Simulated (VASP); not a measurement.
# Al12N11 (a cell with a defect) in VASP: notebook

Al12N11 (a cell with a defect) is run at these levels: PBE; tasks: single point.

Program: VASP 6.6.1. These are calculated values, not measurements. Logs are shortened: lines on timing, memory, paths and dates and some standing lists are left out, and cuts for length are marked.

**1. The cell of the first run**

The cell holds a defect, 23 atoms: a = 5.741 Å, b = 5.741 Å, c = 8.374 Å, α = 90.00°, β = 90.00°, γ = 120.00°.

**2. Single point, PBE (atoms taken out, then relaxed in part)**

INCAR

```
ALGO = Normal
EDIFF = 1E-7
ENCUT = 520
GGA = PE
ISIF = 2
ISMEAR = 0
LASPH = T
LCHARG = F
LREAL = Auto
LWAVE = F
NBANDS = 62
NELM = 100
PREC = Accurate
SIGMA = 0.05
```

KPOINTS

```
k-points
0
Gamma
  6 6 2
```

POSCAR

```
Al12N11
1.0
    0.0000000000     -5.7405226851      0.0000000000
    4.9714384763      2.8702613426      0.0000000000
    0.0000000000      0.0000000000      8.3737655613
Al N
12 11
Direct
    0.3333333333      0.3333333333      0.3871678842
    0.3333333333      0.3333333333      0.8628321158
    0.6666666667      0.0000000000      0.3674743391
    0.6666666667      0.0000000000      0.8825256609
    0.0000000000      0.6666666667      0.3674743391
    0.0000000000      0.6666666667      0.8825256609
    0.6518399233      0.6518399233      0.1250000000
    0.6711871452      0.6711871452      0.6250000000
    1.0148267433      0.3333333333      0.1250000000
    0.9954795214      0.3333333333      0.6250000000
    0.3333333333      1.0148267433      0.1250000000
    0.3333333333      0.9954795214      0.6250000000
    0.3333333333      0.3333333333      0.6250000000
    0.6666666667      0.0000000000      0.1250000000
    0.6666666667      0.0000000000      0.6250000000
    0.0000000000      0.6666666667      0.1250000000
    0.0000000000      0.6666666667      0.6250000000
    0.6634040030      0.6634040030      0.3752598046
    0.6634040030      0.6634040030      0.8747401954
    1.0032626637      0.3333333333      0.3752598046
    1.0032626637      0.3333333333      0.8747401954
    0.3333333333      1.0032626637      0.3752598046
    0.3333333333      1.0032626637      0.8747401954
```

Potentials or basis: VASP PAW PBE potentials, release 64 (Al, N).

Started as:

```sh
> cat potpaw_PBE.64/Al/POTCAR potpaw_PBE.64/N/POTCAR > POTCAR
> mpirun -np 1 vasp_std > vasp.out
```

OUTCAR:

```text
EDIFF = 1E-7
   ENCUT = 520
   GGA = PE
   ISIF = 2
   ISMEAR = 0
   LASPH = T
   LREAL = Auto
   NELM = 100
   PREC = Accurate

 ion  position               nearest neighbor table
   1  0.333  0.333  0.387-  20 1.90  22 1.90  18 1.90  13 1.99   8 2.78  10 2.78  12 2.78   7 2.86
                             9 2.86  11 2.86   3 3.32   5 3.32   5 3.32   3 3.32   3 3.32   5 3.32
   2  0.333  0.333  0.863-  21 1.90  23 1.90  19 1.90  13 1.99   8 2.78  10 2.78  12 2.78   7 2.86
                             9 2.86  11 2.86   4 3.32   6 3.32   6 3.32   4 3.32   4 3.32   6 3.32
   3  0.667  0.000  0.367-  20 1.92  18 1.92  22 1.92  14 2.03  15 2.16   9 2.82   7 2.82  11 2.82
                            10 2.87   8 2.87  12 2.87   5 3.31   5 3.31   5 3.31   1 3.32   1 3.32
   4  0.667  0.000  0.883-  21 1.92  19 1.92  23 1.92  14 2.03  15 2.16   9 2.82   7 2.82  11 2.82
                            10 2.87   8 2.87  12 2.87   6 3.31   6 3.31   6 3.31   2 3.32   2 3.32
   5  0.000  0.667  0.367-  22 1.92  18 1.92  20 1.92  16 2.03  17 2.16  11 2.82   7 2.82   9 2.82
                            12 2.87   8 2.87  10 2.87   3 3.31   3 3.31   3 3.31   1 3.32   1 3.32
   6  0.000  0.667  0.883-  23 1.92  19 1.92  21 1.92  16 2.03  17 2.16  11 2.82   7 2.82   9 2.82
                            12 2.87   8 2.87  10 2.87   4 3.31   4 3.31   4 3.31   2 3.32   2 3.32
   7  0.652  0.652  0.125-  16 1.96  14 1.96  18 2.10  19 2.10   5 2.82   6 2.82   3 2.82   4 2.82
                             1 2.86   2 2.86   9 3.17  11 3.17
   8  0.671  0.671  0.625-  17 1.90  15 1.90  13 1.94  18 2.09  19 2.09   2 2.78   1 2.78   6 2.87
                             5 2.87   4 2.87   3 2.87  12 3.29  10 3.29  12 3.29  10 3.29  10 3.36
   9  0.015  0.333  0.125-  14 1.96  16 1.96  20 2.10  21 2.10   3 2.82   4 2.82   5 2.82   6 2.82
[... 4 lines left out ...]
                             1 2.86   2 2.86   7 3.17   9 3.17
  12  0.333  0.995  0.625-  17 1.90  15 1.90  13 1.94  22 2.09  23 2.09   2 2.78   1 2.78   6 2.87
                             5 2.87   4 2.87   3 2.87  10 3.29   8 3.29  10 3.29   8 3.29   8 3.36
  13  0.333  0.333  0.625-   8 1.94  10 1.94  12 1.94   2 1.99   1 1.99
  14  0.667  0.000  0.125-   9 1.96   7 1.96  11 1.96   4 2.03   3 2.03
  15  0.667  0.000  0.625-  10 1.90   8 1.90  12 1.90   4 2.16   3 2.16
  16  0.000  0.667  0.125-  11 1.96   7 1.96   9 1.96   6 2.03   5 2.03
  17  0.000  0.667  0.625-  12 1.90   8 1.90  10 1.90   6 2.16   5 2.16
  18  0.663  0.663  0.375-   1 1.90   5 1.92   3 1.92   8 2.09   7 2.10
  19  0.663  0.663  0.875-   2 1.90   6 1.92   4 1.92   8 2.09   7 2.10
  20  0.003  0.333  0.375-   1 1.90   3 1.92   5 1.92  10 2.09   9 2.10
  21  0.003  0.333  0.875-   2 1.90   4 1.92   6 1.92  10 2.09   9 2.10
  22  0.333  0.003  0.375-   1 1.90   5 1.92   3 1.92  12 2.09  11 2.10
  23  0.333  0.003  0.875-   2 1.90   6 1.92   4 1.92  12 2.09  11 2.10

  LATTYP: Found a hexagonal cell.
 ALAT       =     5.7405226851
 C/A-ratio  =     1.4587113440

  Lattice vectors:

 A1 = (   0.0000000000,  -5.7405226851,   0.0000000000)
 A2 = (   4.9714384763,   2.8702613426,   0.0000000000)
 A3 = (   0.0000000000,   0.0000000000,   8.3737655613)

Analysis of symmetry for initial positions (statically):
[... 175 lines left out ...]
   IALGO  =     38    algorithm
   IMIX   =      4    mixing-type and parameters
     AMIX     =   0.40;   BMIX     =  1.00
     AMIX_MAG =   1.60;   BMIX_MAG =  1.00
  volume/ion in A,a.u.               =      10.39        70.12
  Fermi-wavevector in a.u.,A,eV,Ry     =   1.186599  2.242346 19.157226  1.408016
  Thomas-Fermi vector in A             =   2.322768
   LORBIT       =      0    0 simple, 1 ext, 2 COOP (PROOUT), +10 PAW based schemes
   GGA     = PE    functional components
   LHFCALC =     F    Hartree Fock is set to
   AEXX    =    0.0000 exact exchange contribution
   IVDW    =     0    specifies the selected vdW correction
   LEPSILON=     F    determine dielectric tensor
   LRPA    =     F    only Hartree local field effects (RPA)
 non-spin polarized calculation
 Gauss-broadening in eV      SIGMA  =   0.05
  energy-cutoff  :      520.00
  volume of cell :      238.98
 maximum number of plane-waves:      6450
 NGX is ok and might be reduce to    48
   NGX = 21   NGY = 21   NGZ = 31

 number of electron      90.9999983 magnetization

 Free energy of the ion-electron system (eV)
  ---------------------------------------------------
  ext. energy  EPLUGINS =         0.00000000
  ---------------------------------------------------
  free energy    TOTEN  =      -162.08235488 eV

  energy without entropy =     -162.07051953  energy(sigma->0) =     -162.07643721

 E-fermi :  10.5395     XC(G=0): -11.0395

 val. band max:       10.5256412551   @ k =   0.3333   0.1667   0.5000
 cond. band min:      10.5647975670   @ k =   0.3333   0.1667   0.0000
 fundamental gap:      0.0391563119
 Fermi energy:        10.5395177874

 k-point     1 :       0.0000    0.0000    0.0000
  band No.  band energies     occupation
      1      -9.0030      2.00000
      2      -7.7387      2.00000
      3      -7.4078      2.00000
      4      -6.6538      2.00000
      5      -6.6538      2.00000
      6      -6.6482      2.00000
[... 829 lines left out ...]
     56      13.5175      0.00000
     57      13.8819      0.00000
 [bands above 57 left out]

------------------------ aborting loop because EDIFF is reached ----------------------------------------

  FORCE on cell =-STRESS in cart. coord.  units (eV):
  Direction    XX          YY          ZZ          XY          YZ          ZX
  --------------------------------------------------------------------------------------
  -------------------------------------------------------------------------------------
  Total       -1.4501544     -1.4501544      2.0922047     -0.0000000     -0.0000000     -0.0000000
  in kB       -9.7223339     -9.7223339     14.0268594     -0.0000000     -0.0000000     -0.0000000
  external PRESSURE =      -1.8059362 kB  Pullay stress =       0.0000000 kB

 VOLUME and BASIS-vectors are now :
 -----------------------------------------------------------------------------
  energy-cutoff  :      520.00
  volume of cell :      238.98
      direct lattice vectors                 reciprocal lattice vectors
     0.000000000 -5.740522685  0.000000000     0.100574512 -0.174200165  0.000000000
     4.971438476  2.870261343  0.000000000     0.201149025  0.000000000  0.000000000
     0.000000000  0.000000000  8.373765561     0.000000000  0.000000000  0.119420587

 POSITION                                       TOTAL-FORCE (eV/Angst)
 -----------------------------------------------------------------------------------
      1.65715     -0.95675      3.24205        -0.000000     -0.000000      0.000796
      1.65715     -0.95675      7.22515        -0.000000     -0.000000     -0.000796
      0.00000     -3.82702      3.07714        -0.000000     -0.000000     -0.012322
      0.00000     -3.82702      7.39006        -0.000000     -0.000000      0.012322
      3.31429      1.91351      3.07714        -0.000000     -0.000000     -0.012322
      3.31429      1.91351      7.39006        -0.000000     -0.000000      0.012322
[... 15 lines left out ...]
      0.01622     -1.90414      3.14234         0.001799      0.001038      0.003451
      0.01622     -1.90414      7.32487         0.001799      0.001038     -0.003451
 -----------------------------------------------------------------------------------
    total drift:                                0.000000     -0.000000     -0.000000

  FREE ENERGIE OF THE ION-ELECTRON SYSTEM (eV)
  ---------------------------------------------------
  free  energy   TOTEN  =      -162.0823548824 eV

  energy  without entropy=     -162.0705195330  energy(sigma->0) =     -162.07643721
```

stdout:

```text
POSCAR found type information on POSCAR AlN
 POSCAR found :  2 types and      23 ions
 scaLAPACK will be used
 LDA part: xc-table for (Slater+PW92), standard interpolation
 POSCAR, INCAR and KPOINTS ok, starting setup
 FFT: planning ... GRIDC
 FFT: planning ... GRID_SOFT
 FFT: planning ... GRID
 WAVECAR not read
 entering main loop
```

It took 14 min on 1 thread of Intel Xeon 8259CL, shared host; peak memory 0.43 GiB.

Results:

| Quantity | Value |
| --- | --- |
| Free energy | -162.0824 eV |
| Pressure | -0.2 GPa |
| Largest force | 0.015 eV/Å |
| Band gap on the k mesh | zero (an odd number of electrons rules out a gap without spin polarisation) |

Forces in eV/Å, atoms in the order of the input:
```
Al   0.000  0.000  0.001
Al   0.000  0.000 -0.001
Al   0.000  0.000 -0.012
Al   0.000  0.000  0.012
Al   0.000  0.000 -0.012
Al   0.000  0.000  0.012
Al   0.013 -0.008  0.000
Al   0.004 -0.002  0.000
Al   0.000  0.015  0.000
Al   0.000  0.004  0.000
Al  -0.013 -0.008  0.000
Al  -0.004 -0.002  0.000
N    0.000  0.000  0.000
N    0.000  0.000  0.000
N    0.000  0.000  0.000
N    0.000  0.000  0.000
N    0.000  0.000  0.000
N   -0.002  0.001  0.003
N   -0.002  0.001 -0.003
N    0.000 -0.002  0.003
N    0.000 -0.002 -0.003
N    0.002  0.001  0.003
N    0.002  0.001 -0.003
```

Caveat: the k points lie up to 0.38 Å⁻¹ apart, too coarse for converged energies and pressures of a metal; the cell differs from its parent crystal (atoms taken out, then relaxed in part); an odd number of electrons without spin polarisation forces a metal; a magnetic or distorted state may lie lower.

**3. Single point, PBE (atoms taken out, then relaxed in part)**

INCAR

```
PREC     = Accurate       # precision mode
ENCUT    = 520            # plane-wave cutoff, eV
EDIFF    = 1E-6           # SCF threshold, eV
ISMEAR   = 0              # smearing method
SIGMA    = 0.05           # smearing width, eV
LREAL    = Auto         
LASPH    = T              # aspherical terms in the spheres
NELM     = 100            # most SCF steps
ALGO     = Normal         # electronic algorithm
ISIF     = 2              # what is computed and relaxed
LWAVE    = F              # write WAVECAR
LCHARG   = T              # write CHGCAR
GGA      = PE             # functional
LELF     = T              # ELF
LVHAR    = T            
NBANDS   = 62             # bands
```

KPOINTS

```
Automatic mesh
0
Gamma
  6 6 2
```

POSCAR

```
Al12N11
1.0
    0.0000000000     -5.7405226851      0.0000000000
    4.9714384763      2.8702613426      0.0000000000
    0.0000000000      0.0000000000      8.3737655613
Al N
12 11
Direct
    0.3185066048      0.3333333333      0.3750000000
    0.3378538090      0.3333333333      0.8750000000
    0.6814933952      0.0148267285      0.3750000000
    0.6621461910     -0.0045204756      0.8750000000
    0.0000000000      0.6518399381      0.3750000000
    0.0000000000      0.6711871423      0.8750000000
    0.6666666667      0.6666666667      0.1325256439
    0.6666666667      0.6666666667      0.6174743561
    1.0000000000      0.3333333333      0.1128321008
    1.0000000000      0.3333333333      0.6371678992
    0.3333333333      1.0000000000      0.1325256439
    0.3333333333      1.0000000000      0.6174743561
    0.3300706526      0.3333333333      0.6252598117
    0.6699293474      0.0032626807      0.1247401883
    0.6699293474      0.0032626807      0.6252598117
    0.0000000000      0.6634039859      0.1247401883
    0.0000000000      0.6634039859      0.6252598117
    0.6666666667      0.6666666667      0.3750000000
    0.6666666667      0.6666666667      0.8750000000
    1.3300706526      0.3333333333      0.1247401883
    1.0000000000      0.3333333333      0.8750000000
    0.3333333333      1.0000000000      0.3750000000
    0.3333333333      1.0000000000      0.8750000000
```

Potentials or basis: VASP PAW PBE potentials, release 64 (Al, N).

Started as:

```sh
> cat potpaw_PBE.64/Al/POTCAR potpaw_PBE.64/N/POTCAR > POTCAR
> mpirun -np 1 vasp_std > vasp.out
```

OUTCAR:

```text
PREC = Accurate
   ENCUT = 520
   EDIFF = 1E-6
   ISMEAR = 0
   LREAL = Auto
   LASPH = T
   NELM = 100
   ISIF = 2
   GGA = PE

 ion  position               nearest neighbor table
   1  0.319  0.333  0.375-  22 1.96  18 1.96  20 2.10  13 2.10  11 2.82  12 2.82   7 2.82   8 2.82
                             9 2.86  10 2.86   3 3.17   5 3.17
   2  0.338  0.333  0.875-  23 1.90  19 1.90  21 1.94  13 2.09  20 2.09  10 2.78   9 2.78  12 2.87
                            11 2.87   8 2.87   7 2.87   4 3.29   6 3.29   6 3.29   4 3.29   4 3.36
   3  0.681  0.015  0.375-  18 1.96  22 1.96  14 2.10  15 2.10   7 2.82   8 2.82  11 2.82  12 2.82
                             9 2.86  10 2.86   1 3.17   5 3.17
   4  0.662  0.995  0.875-  23 1.90  19 1.90  21 1.94  15 2.09  14 2.09  10 2.78   9 2.78  12 2.87
                            11 2.87   8 2.87   7 2.87   2 3.29   6 3.29   2 3.29   6 3.29   6 3.36
   5  0.000  0.652  0.375-  22 1.96  18 1.96  16 2.10  17 2.10  11 2.82  12 2.82   7 2.82   8 2.82
                             9 2.86  10 2.86   3 3.17   1 3.17
   6  0.000  0.671  0.875-  23 1.90  19 1.90  21 1.94  17 2.09  16 2.09  10 2.78   9 2.78  12 2.87
                            11 2.87   8 2.87   7 2.87   4 3.29   2 3.29   2 3.29   4 3.29   4 3.36
   7  0.667  0.667  0.133-  14 1.92  16 1.92  20 1.92  18 2.03  19 2.16   3 2.82   5 2.82   1 2.82
[... 255 lines left out ...]
      6      -6.6481      2.00000
[... 829 lines left out ...]
     56      13.5175      0.00000
     57      13.8819      0.00000
 [bands above 57 left out]

------------------------ aborting loop because EDIFF is reached ----------------------------------------

  FORCE on cell =-STRESS in cart. coord.  units (eV):
  Direction    XX          YY          ZZ          XY          YZ          ZX
  --------------------------------------------------------------------------------------
  -------------------------------------------------------------------------------------
  Total       -1.4499298     -1.4499298      2.0925663     -0.0000000     -0.0000000     -0.0000000
  in kB       -9.7208276     -9.7208276     14.0292838     -0.0000000     -0.0000000     -0.0000000
  external PRESSURE =      -1.8041238 kB  Pullay stress =       0.0000000 kB

 VOLUME and BASIS-vectors are now :
 -----------------------------------------------------------------------------
  energy-cutoff  :      520.00
  volume of cell :      238.98
      direct lattice vectors                 reciprocal lattice vectors
     0.000000000 -5.740522685  0.000000000     0.100574512 -0.174200165  0.000000000
     4.971438476  2.870261343  0.000000000     0.201149025  0.000000000  0.000000000
     0.000000000  0.000000000  8.373765561     0.000000000  0.000000000  0.119420587

 POSITION                                       TOTAL-FORCE (eV/Angst)
 -----------------------------------------------------------------------------------
      1.65715     -0.87164      3.14016         0.000000     -0.015042     -0.000000
      1.65715     -0.98270      7.32704         0.000000     -0.004188     -0.000000
      0.07371     -3.86957      3.14016        -0.013027      0.007521     -0.000000
      4.94897     -0.94378      7.32704        -0.003627      0.002094     -0.000000
      3.24058      1.87095      3.14016         0.013027      0.007521     -0.000000
      3.33677      1.92648      7.32704         0.003627      0.002094     -0.000000
[... 15 lines left out ...]
      0.00000     -1.91351      3.14016         0.000000     -0.000000     -0.000000
      0.00000     -1.91351      7.32704         0.000000     -0.000000     -0.000000
 -----------------------------------------------------------------------------------
    total drift:                               -0.000000     -0.000000      0.000000

  FREE ENERGIE OF THE ION-ELECTRON SYSTEM (eV)
  ---------------------------------------------------
  free  energy   TOTEN  =      -162.0823550268 eV

  energy  without entropy=     -162.0705198261  energy(sigma->0) =     -162.07643743
```

OSZICAR:

```text
N       E                     dE             d eps       ncg     rms          rms(c)
DAV:   1     0.386082289457E+03    0.38608E+03   -0.42122E+04  1736   0.132E+03
DAV:   2    -0.148348823031E+03   -0.53443E+03   -0.51463E+03  2212   0.262E+02
DAV:   3    -0.186523987380E+03   -0.38175E+02   -0.37839E+02  2096   0.753E+01
DAV:   4    -0.187107071200E+03   -0.58308E+00   -0.57962E+00  2128   0.985E+00
DAV:   5    -0.187117857471E+03   -0.10786E-01   -0.10735E-01  2160   0.129E+00    0.277E+01
DAV:   6    -0.162188803124E+03    0.24929E+02   -0.10400E+02  2018   0.339E+01    0.952E+00
DAV:   7    -0.162204702962E+03   -0.15900E-01   -0.33371E+00  1992   0.653E+00    0.653E+00
DAV:   8    -0.162090596750E+03    0.11411E+00   -0.32970E-01  1994   0.276E+00    0.820E-01
DAV:   9    -0.162080098422E+03    0.10498E-01   -0.60942E-02  2208   0.925E-01    0.515E-01
DAV:  10    -0.162081780093E+03   -0.16817E-02   -0.10645E-02  2052   0.412E-01    0.215E-01
DAV:  11    -0.162082237022E+03   -0.45693E-03   -0.13599E-03  1968   0.193E-01    0.727E-02
DAV:  12    -0.162082342569E+03   -0.10555E-03   -0.54115E-04  2138   0.992E-02    0.325E-02
DAV:  13    -0.162082354335E+03   -0.11766E-04   -0.68014E-05  2080   0.405E-02    0.141E-02
DAV:  14    -0.162082354276E+03    0.59202E-07   -0.11970E-05  2082   0.194E-02    0.727E-03
DAV:  15    -0.162082355027E+03   -0.75065E-06   -0.48830E-06  1960   0.829E-03
   1 F= -.16208236E+03 E0= -.16207644E+03  d E =-.118352E-01
```

stdout:

```text
POSCAR found type information on POSCAR AlN
 POSCAR found :  2 types and      23 ions
 scaLAPACK will be used
 LDA part: xc-table for (Slater+PW92), standard interpolation
 POSCAR, INCAR and KPOINTS ok, starting setup
 FFT: planning ... GRIDC
 FFT: planning ... GRID_SOFT
 FFT: planning ... GRID
 WAVECAR not read
 entering main loop
```

Wall time 13 min (1 thread of Intel Xeon 8259CL, shared host); peak memory 0.43 GiB.

Results:

```
Free energy            : -162.0824 eV
Pressure               : -0.2 GPa
Largest force          : 0.015 eV/Å
Band gap on the k mesh : zero (an odd number of electrons rules out a gap without spin polarisation)
```

Forces in eV/Å, atoms in the order of the input:
```
Al   0.000 -0.015  0.000
Al   0.000 -0.004  0.000
Al  -0.013  0.008  0.000
Al  -0.004  0.002  0.000
Al   0.013  0.008  0.000
Al   0.004  0.002  0.000
Al   0.000  0.000  0.012
Al   0.000  0.000 -0.012
Al   0.000  0.000 -0.001
Al   0.000  0.000  0.001
Al   0.000  0.000  0.012
Al   0.000  0.000 -0.012
N    0.000  0.002  0.003
N    0.002 -0.001 -0.003
N    0.002 -0.001  0.003
N   -0.002 -0.001 -0.003
N   -0.002 -0.001  0.003
N    0.000  0.000  0.000
N    0.000  0.000  0.000
N    0.000  0.002 -0.003
N    0.000  0.000  0.000
N    0.000  0.000  0.000
N    0.000  0.000  0.000
```

Caveat: the k points lie up to 0.38 Å⁻¹ apart, too coarse for converged energies and pressures of a metal; the cell differs from its parent crystal (atoms taken out, then relaxed in part); an odd number of electrons without spin polarisation forces a metal; a magnetic or distorted state may lie lower.

[end of part 1 of 2]

The gap in the log of VASP goes by the Fermi energy; the results here count the filled bands.